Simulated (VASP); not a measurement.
# Ga2O3 (C2/m) in VASP: notebook, part 2 of 2

VASP 6.6.1. The steps go on from the part before.

## 4. Single point, PBE

This run uses another cell than the first one, of 10.96 Å³/atom, 1.050 times its volume.

Input file INCAR:

```
SYSTEM = Ga2O3
PREC = Accurate
ENCUT = 520
EDIFF = 1E-6
ISMEAR = -1
SIGMA = 0.05
LREAL = .FALSE.
LASPH = .TRUE.
NELM = 100
ALGO = Normal
ISIF = 2
LWAVE = .FALSE.
LCHARG = .FALSE.
GGA = PE
NBANDS = 55
```

Input file KPOINTS:

```
regular mesh
0
G
  7 7 4
  0 0 0
```

Input file POSCAR:

```
Ga2O3
1.0
    6.2265112626     -1.5416109190      0.0118567940
    6.2265112626      1.5416109190      0.0118567940
   -1.4021813683      0.0000000000      5.7067358013
Ga O
4 6
Direct
    0.3414891932      0.3414891932      0.6857468794
    0.6585108068      0.6585108068      0.3142531206
    0.9100950210      0.9100950210      0.2052202099
    0.0899049790      0.0899049790      0.7947797901
    0.5039975286      0.5039975286      0.7433632826
    0.4960024714      0.4960024714      0.2566367174
    0.8263037087      0.8263037087      0.4356036444
    0.1736962913      0.1736962913      0.5643963556
    0.8364833906      0.8364833906      0.8908374964
    0.1635166094      0.1635166094      0.1091625036
```

Potentials or basis: VASP PAW PBE potentials, release 64 (Ga_d, O).

Started as:

```
$ cat potpaw_PBE.64/Ga_d/POTCAR potpaw_PBE.64/O/POTCAR > POTCAR
$ mpirun -np 1 vasp_std > vasp.out
```

OUTCAR:

```text
SYSTEM = Ga2O3
   PREC = Accurate
   ENCUT = 520
   EDIFF = 1E-6
   ISMEAR = -1
   LREAL = .FALSE.
   LASPH = .TRUE.
   NELM = 100
   ISIF = 2
   GGA = PE

 ion  position               nearest neighbor table
   1  0.341  0.341  0.686-   9 1.97   9 1.97   5 1.97   8 2.04   7 2.11   7 2.11
   2  0.659  0.659  0.314-  10 1.97  10 1.97   6 1.97   7 2.04   8 2.11   8 2.11
   3  0.910  0.910  0.205-   9 1.86   6 1.86   6 1.86   7 1.89
   4  0.090  0.090  0.795-  10 1.86   5 1.86   5 1.86   8 1.89
   5  0.504  0.504  0.743-   4 1.86   4 1.86   1 1.97
   6  0.496  0.496  0.257-   3 1.86   3 1.86   2 1.97
   7  0.826  0.826  0.436-   3 1.89   2 2.04   1 2.11   1 2.11
   8  0.174  0.174  0.564-   4 1.89   1 2.04   2 2.11   2 2.11
   9  0.836  0.836  0.891-   3 1.86   1 1.97   1 1.97
  10  0.164  0.164  0.109-   4 1.86   2 1.97   2 1.97

  LATTYP: Found a base centered monoclinic cell.
 ALAT       =    12.4530451034
 B/A-ratio  =     0.2475877837
 C/A-ratio  =     0.4718905217
 COS(beta)  =    -0.2367596355

  Lattice vectors:

[... 201 lines left out ...]
  band No.  band energies     occupation
      1     -15.1858      2.00000
      2     -14.1275      2.00000
      3     -14.0978      2.00000
      4     -13.9932      2.00000
      5     -13.5509      2.00000
      6     -13.5437      2.00000
[... 1381 lines left out ...]
     54      15.1539      0.00000
     55      15.6759      0.00000

 [... further k-points ...]

------------------------ aborting loop because EDIFF is reached ----------------------------------------

  FORCE on cell =-STRESS in cart. coord.  units (eV):
  Direction    XX          YY          ZZ          XY          YZ          ZX
  --------------------------------------------------------------------------------------
  -------------------------------------------------------------------------------------
  Total        0.3937578      0.4882271      0.4158321      0.0000000      0.0000000      0.0229845
  in kB        5.7557154      7.1366102      6.0783836      0.0000000      0.0000000      0.3359733
  external PRESSURE =       6.3235697 kB  Pullay stress =       0.0000000 kB

 VOLUME and BASIS-vectors are now :
 -----------------------------------------------------------------------------
  energy-cutoff  :      520.00
  volume of cell :      109.61
      direct lattice vectors                 reciprocal lattice vectors
     6.226511263 -1.541610919  0.011856794     0.080264236 -0.324336053  0.019721434
     6.226511263  1.541610919  0.011856794     0.080264236  0.324336053  0.019721434
    -1.402181368  0.000000000  5.706735801    -0.000333527  0.000000000  0.175149572

 POSITION                                       TOTAL-FORCE (eV/Angst)
 -----------------------------------------------------------------------------------
      3.29103      0.00000      3.92147         0.011654      0.000000      0.010035
      7.75981      0.00000      1.80898        -0.011654      0.000000     -0.010035
     11.04568      0.00000      1.19272        -0.004336      0.000000     -0.004760
      0.00516      0.00000      4.53773         0.004336      0.000000      0.004760
      5.23396      0.00000      4.25413        -0.011665      0.000000     -0.009958
      5.81688      0.00000      1.47632         0.011665      0.000000      0.009958
      9.67918      0.00000      2.50547         0.007575      0.000000      0.007554
      1.37166      0.00000      3.22498        -0.007575      0.000000     -0.007554
      9.16763      0.00000      5.10361        -0.020365      0.000000      0.004678
      1.88321      0.00000      0.62684         0.020365      0.000000     -0.004678
 -----------------------------------------------------------------------------------
    total drift:                                0.000000     -0.000000      0.000000

  FREE ENERGIE OF THE ION-ELECTRON SYSTEM (eV)
  ---------------------------------------------------
  free  energy   TOTEN  =       -59.6776171609 eV

  energy  without entropy=      -59.6776171606  energy(sigma->0) =      -59.67761716
```

Run time: 7.5 min. Hardware: 1 thread of Intel Xeon Platinum 8559C (Emerald Rapids), shared host; peak memory 0.47 GiB.

Results:

| Property | Result |
| --- | --- |
| Free energy | -59.6776 eV |
| Pressure | 0.6 GPa |
| Largest force | 0.021 eV/Å |
| Band gap on the k mesh | 2.00 eV, indirect (least direct gap 2.02 eV) |

Forces on the atoms (eV/Å):
```
Ga   0.012  0.000  0.010
Ga  -0.012  0.000 -0.010
Ga  -0.004  0.000 -0.005
Ga   0.004  0.000  0.005
O   -0.012  0.000 -0.010
O    0.012  0.000  0.010
O    0.008  0.000  0.008
O   -0.008  0.000 -0.008
O   -0.020  0.000  0.005
O    0.020  0.000 -0.005
```

Levels at points of the mesh, in eV from the valence-band top:
```tsv
k point	band 40	band 41	band 42	band 43	band 44	band 45	band 46	band 47	band 48	band 49
(0.00, 0.00, 0.00)	-0.69	-0.66	-0.46	-0.28	-0.02	2.00	5.36	6.28	6.45	7.55
(0.00, 0.00, 0.50)	-1.37	-0.63	-0.59	-0.53	-0.29	4.36	4.55	6.29	6.81	7.50
```

A k mesh can miss the band edges.

## 5. Single point, BLYP+D3(BJ)

This run uses another cell than the first one, of 10.84 Å³/atom, 1.038 times its volume.

Input file INCAR:

```
SYSTEM = Ga2O3
AGGAC    = 1.0          
AGGAX    = 1.0          
ALDAC    = 0.0          
ALDAX    = 1.0          
ALGO     = Normal         ! electronic algorithm
EDIFF    = 1E-7           ! SCF threshold, eV
ENCUT    = 520            ! plane-wave cutoff, eV
GGA      = B5             ! functional
ISIF     = 2              ! what is computed and relaxed
ISMEAR   = -1             ! smearing method
IVDW     = 12             ! dispersion correction
LASPH    = .True.         ! aspherical terms in the spheres
LCHARG   = .True.         ! write CHGCAR
LELF     = .True.         ! ELF
LREAL    = .False.        ! projectors in reciprocal space
LVHAR    = .True.       
LWAVE    = .False.        ! write WAVECAR
NBANDS   = 55             ! bands
NELM     = 80             ! most SCF steps
PREC     = Accurate       ! precision mode
SIGMA    = 0.05           ! smearing width, eV
VDW_A1   = 0.4298       
VDW_A2   = 4.2359       
VDW_S6   = 1.0          
VDW_S8   = 2.6996
```

Input file KPOINTS:

```
k-points
0
Gamma
  9 9 5
  0 0 0
```

Input file POSCAR:

```
Ga2O3
1.0
    6.1875107364     -1.5376020521      0.0091368543
    6.1875107364      1.5376020521      0.0091368543
   -1.3958376624      0.0000000000      5.6937625845
Ga O
4 6
Direct
    0.3410798448      0.3410798448      0.6875914170
    0.6589201552      0.6589201552      0.3124085830
    0.9096438092      0.9096438092      0.2057731457
    0.0903561908      0.0903561908      0.7942268543
    0.5036675899      0.5036675899      0.7442630741
    0.4963324101      0.4963324101      0.2557369259
    0.8267739334      0.8267739334      0.4369470417
    0.1732260666      0.1732260666      0.5630529583
    0.8346220587      0.8346220587      0.8921617573
    0.1653779413      0.1653779413      0.1078382427
```

Potentials or basis: VASP PAW PBE potentials, release 64 (Ga_d, O).

Started as:

```
$ cat potpaw_PBE.64/Ga_d/POTCAR potpaw_PBE.64/O/POTCAR > POTCAR
$ mpirun -np 1 vasp_std > vasp.out
```

OUTCAR:

```text
SYSTEM = Ga2O3
   EDIFF = 1E-7
   ENCUT = 520
   GGA = B5
   ISIF = 2
   ISMEAR = -1
   IVDW = 12
   LASPH = .True.
   LREAL = .False.
   NELM = 80
   PREC = Accurate
 IVDW          = 12

 ion  position               nearest neighbor table
   1  0.341  0.341  0.688-   5 1.96   9 1.96   9 1.96   8 2.03   7 2.11   7 2.11
   2  0.659  0.659  0.312-   6 1.96  10 1.96  10 1.96   7 2.03   8 2.11   8 2.11
   3  0.910  0.910  0.206-   9 1.85   6 1.86   6 1.86   7 1.88
   4  0.090  0.090  0.794-  10 1.85   5 1.86   5 1.86   8 1.88
   5  0.504  0.504  0.744-   4 1.86   4 1.86   1 1.96
   6  0.496  0.496  0.256-   3 1.86   3 1.86   2 1.96
   7  0.827  0.827  0.437-   3 1.88   2 2.03   1 2.11   1 2.11
   8  0.173  0.173  0.563-   4 1.88   1 2.03   2 2.11   2 2.11
   9  0.835  0.835  0.892-   3 1.85   1 1.96   1 1.96
  10  0.165  0.165  0.108-   4 1.85   2 1.96   2 1.96

  LATTYP: Found a base centered monoclinic cell.
 ALAT       =    12.3750349648
 B/A-ratio  =     0.2485006396
 C/A-ratio  =     0.4737249315
 COS(beta)  =    -0.2366671069

  Lattice vectors:

[... 202 lines left out ...]
      1     -14.7134      2.00000
      2     -13.6473      2.00000
      3     -13.6129      2.00000
      4     -13.5043      2.00000
      5     -13.0695      2.00000
      6     -13.0674      2.00000
[... 1381 lines left out ...]
     54      15.8749      0.00000
     55      16.0512      0.00000

 [... further k-points ...]

------------------------ aborting loop because EDIFF is reached ----------------------------------------

 Edisp (eV)   -4.19994

 E8    (eV) :    -2.9349

  FORCE on cell =-STRESS in cart. coord.  units (eV):
  Direction    XX          YY          ZZ          XY          YZ          ZX
  --------------------------------------------------------------------------------------
  -------------------------------------------------------------------------------------
  Total       1.31326     1.56269     1.37198     0.00000     0.00000     0.03407
  in kB      19.41400    23.10140    20.28210     0.00000     0.00000     0.50367
  external pressure =       20.93 kB  Pullay stress =        0.00 kB

 VOLUME and BASIS-vectors are now :
 -----------------------------------------------------------------------------
  energy-cutoff  :      520.00
  volume of cell :      108.38
      direct lattice vectors                 reciprocal lattice vectors
     6.187510736 -1.537602052  0.009136854     0.080778698 -0.325181668  0.019803065
     6.187510736  1.537602052  0.009136854     0.080778698  0.325181668  0.019803065
    -1.395837662  0.000000000  5.693762584    -0.000259253  0.000000000  0.175567230

 POSITION                                       TOTAL-FORCE (eV/Angst)
 -----------------------------------------------------------------------------------
      3.26110      0.00000      3.92122         0.000594      0.000000     -0.058367
      7.71808      0.00000      1.79082        -0.000594      0.000000      0.058367
     10.96964      0.00000      1.18825        -0.034256      0.000000      0.006309
      0.00955      0.00000      4.52379         0.034256      0.000000     -0.006309
      5.19403      0.00000      4.24686        -0.090342      0.000000     -0.035181
      5.78516      0.00000      1.46518         0.090342      0.000000      0.035181
      9.62144      0.00000      2.50298        -0.041871      0.000000      0.080888
      1.35775      0.00000      3.20906         0.041871      0.000000     -0.080888
      9.08315      0.00000      5.09501        -0.072761      0.000000     -0.044492
      1.89603      0.00000      0.61703         0.072761      0.000000      0.044492
 -----------------------------------------------------------------------------------
    total drift:                               -0.000000     -0.000000      0.000000

  FREE ENERGIE OF THE ION-ELECTRON SYSTEM (eV)
  ---------------------------------------------------
  free  energy   TOTEN  =       -59.7317180569 eV

  energy  without entropy=      -59.7317180569  energy(sigma->0) =      -59.73171806
```

stdout:

```text
POSCAR found type information on POSCAR GaO
 POSCAR found :  2 types and      10 ions
 scaLAPACK will be used
 -----------------------------------------------------------------------------
|                                                                             |
|                                                                             |
|     You enforced a specific xc type in the INCAR file but a different       |
|     I HOPE YOU KNOW WHAT YOU ARE DOING!                                     |
|                                                                             |
 -----------------------------------------------------------------------------

 LDA part: xc-table for (Slater(with rela. corr.)+VWN5), standard interpolation
 POSCAR, INCAR and KPOINTS ok, starting setup
 FFT: planning ... GRIDC
 FFT: planning ... GRID_SOFT
 FFT: planning ... GRID
 WAVECAR not read
 entering main loop
```

Run time: 13 min. Hardware: 1 thread of Intel Xeon 6975P-C (Granite Rapids), shared host; peak memory 0.64 GiB.

Results:

| Quantity | Value |
| --- | --- |
| Free energy | -59.7317 eV |
| Pressure | 2.1 GPa |
| Largest force | 0.097 eV/Å |
| Band gap on the k mesh | 2.18 eV, indirect (least direct gap 2.20 eV) |
| Dispersion energy per atom | -0.420 eV |

Forces in eV/Å, atoms in the order of the input:
```
Ga   0.001  0.000 -0.058
Ga  -0.001  0.000  0.058
Ga  -0.034  0.000  0.006
Ga   0.034  0.000 -0.006
O   -0.090  0.000 -0.035
O    0.090  0.000  0.035
O   -0.042  0.000  0.081
O    0.042  0.000 -0.081
O   -0.073  0.000 -0.044
O    0.073  0.000  0.044
```

Caveat: the PAW data sets were made with another functional, which shifts forces and pressure a little. A k mesh can miss the band edges.

## 6. Overview

```csv
level,cell,k mesh,gap on the mesh (eV),pressure (GPa),largest force (eV/Å)
PBE,"a = 6.293, b = 6.293, c = 5.798 Å, angles 103.4, 103.4, 27.9°, 10 atoms",3 × 3 × 2,2.43,10.2,0.24
PBE,"a = 6.293, b = 6.293, c = 5.798 Å, angles 103.4, 103.4, 27.9°, 10 atoms",5 × 5 × 3,2.44,10.1,0.24
PBE,"a = 6.415, b = 6.415, c = 5.876 Å, angles 103.3, 103.3, 27.8°, 10 atoms",7 × 7 × 4,2.00,0.6,0.02
BLYP+D3(BJ),"a = 6.376, b = 6.376, c = 5.862 Å, angles 103.3, 103.3, 27.9°, 10 atoms",9 × 9 × 5,2.18,2.1,0.10
```

Alike in all rows: task single point; potentials or basis VASP PAW PBE potentials, release 64 (Ga_d, O); no spin polarisation; cutoff (eV) 520; smearing fermi-dirac 0.05 eV.

Caveats: some runs use coarse meshes; the PAW data sets were made with another functional, which shifts forces and pressure a little (some runs).

Absolute energies hang on the potentials; compare differences alone.
